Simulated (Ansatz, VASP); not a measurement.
InSe in VASP and in Ansatz

Contents of INCAR:

```
ALGO = Normal
EDIFF = 1E-6
ENCUT = 520
GGA = PS
ISIF = 2
ISMEAR = 0
LASPH = T
LCHARG = F
LREAL = F
LWAVE = F
NBANDS = 48
NELM = 60
PREC = Accurate
SIGMA = 0.05
```

Contents of KPOINTS:

```
k-points
0
Gamma
  6 7 3
```

POSCAR

```
InSe
1.0
    1.6051187225      0.0000000000     -4.2720903381
    0.0000000000      4.1105485099      0.0000000000
   10.1447341905      1.2331645530      4.2615005583
In Se
4 4
Direct
    0.8567487310     -0.1157407975      0.3858026583
    0.3567487310      0.2342592025      0.8858026583
    0.1432512690     -0.1842592025      0.6141973417
    0.6432512690      0.4657407975      0.1141973417
    0.0172344494     -0.0464163659      0.1547212196
    0.5172344494      0.3035836341      0.6547212196
    0.9827655506     -0.2535836341      0.8452787804
    0.4827655506      0.3964163659      0.3452787804
```

Input for Ansatz:

```yaml
crystal:
  lattice:
    - [1.6051187225, 0.0, -4.2720903381]
    - [0.0, 4.1105485099, 0.0]
    - [10.1447341905, 1.233164553, 4.2615005583]
  atoms:
    - { symbol: In, position: [0.856748731, -0.1157407975, 0.3858026583] }
    - { symbol: In, position: [0.356748731, 0.2342592025, 0.8858026583] }
    - { symbol: In, position: [0.143251269, -0.1842592025, 0.6141973417] }
    - { symbol: In, position: [0.643251269, 0.4657407975, 0.1141973417] }
    - { symbol: Se, position: [0.0172344494, -0.0464163659, 0.1547212196] }
    - { symbol: Se, position: [0.5172344494, 0.3035836341, 0.6547212196] }
    - { symbol: Se, position: [0.9827655506, -0.2535836341, 0.8452787804] }
    - { symbol: Se, position: [0.4827655506, 0.3964163659, 0.3452787804] }
basis:
  ecutwfc: 420
kpoints:
  mp_grid: { grid: [6, 7, 3] }
hamiltonian:
  xc: pbesol
scf:
  occupations: { method: gaussian, width: 0.05 }
output:
  forces: true
  stress: true
  eigenvalues: true
```

Alike in both runs: task single point; functional PBEsol; k mesh 6 × 7 × 3; occupations gaussian, width 0.05 eV; no spin polarisation.

|  | VASP | Ansatz |
| --- | --- | --- |
| version | VASP 6.6.1 | Ansatz 0.2.0 |
| potentials or method | VASP PAW PBE potentials, release 64 (In_d, Se), cutoff 520 eV | scalar-relativistic, plane waves, PAW |
| valence electrons in the cell | 76 | 116 |

Ansatz gave:

```
gap on the k mesh at the Fermi level (eV)                     : 0.24
least direct gap on the mesh (eV)                             : 0.82
pressure (GPa)                                                : -0.1
traceless stress, the component that is largest in VASP (GPa) : -2.30
rms of the force components (eV/Å)                            : 0.242
```

Q: Estimate VASP's values.

A: gap on the k mesh at the Fermi level (eV): 0.24; least direct gap on the mesh (eV): 0.81; pressure (GPa): 0.0; traceless stress, the component that is largest in VASP (GPa): -2.30; rms of the force components (eV/Å): 0.246.

VASP's potentials were made for PBE, not for PBEsol. Atom by atom the forces differ by 0.009 eV/Å (rms over components). With one functional, cell and mesh, what is left measures potentials, basis and numerics. VASP's potentials hold 76 valence electrons a cell and Ansatz's 116, so a difference there can come from the potentials and not from the codes.
